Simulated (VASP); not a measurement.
A run of VASP 6.6.1:

The input INCAR:

```
ALGO = Normal
EDIFF = 1E-7
EDIFFG = -0.01
ENCUT = 600
GGA = PE
IBRION = 2
ISIF = 3
ISMEAR = -1
ISPIN = 2
LASPH = True
LCHARG = False
LDAU = True
LDAUJ = 0 0
LDAUL = 2 -1
LDAUPRINT = 1
LDAUTYPE = 2
LDAUU = 1 0
LMAXMIX = 4
LORBIT = 11
LREAL = False
LWAVE = False
MAGMOM = 1 0 0
NELM = 150
NSW = 60
PREC = Accurate
SIGMA = 0.05
```

The input KPOINTS:

```
k-points
0
Gamma
  9 9 9
```

File POSCAR:

```
Si2Ni
1.0
    0.0000000000      2.7030000000      2.7030000000
    2.7030000000      0.0000000000      2.7030000000
    2.7030000000      2.7030000000      0.0000000000
Ni Si
1 2
Direct
    0.0000000000      0.0000000000      0.0000000000
    0.7500000000      0.7500000000      0.7500000000
    0.2500000000      0.2500000000      0.2500000000
```

Potentials or basis: VASP PAW PBE potentials, release 64 (Ni, Si).

Run with:

```sh
$ cat potpaw_PBE.64/Ni/POTCAR potpaw_PBE.64/Si/POTCAR > POTCAR
$ mpirun -np 1 vasp_std > vasp.out
```

Hardware: 1 thread of Intel(R) Xeon(R) 6975P-C (Granite Rapids), with other jobs on the host.

Task: Estimate the wall time of this run.

Result: It took 57 s on 1 thread of Intel(R) Xeon(R) 6975P-C (Granite Rapids) (shared host), peak memory 0.22 GiB. Counts: scf iterations 35, k points 35, ion steps 3.
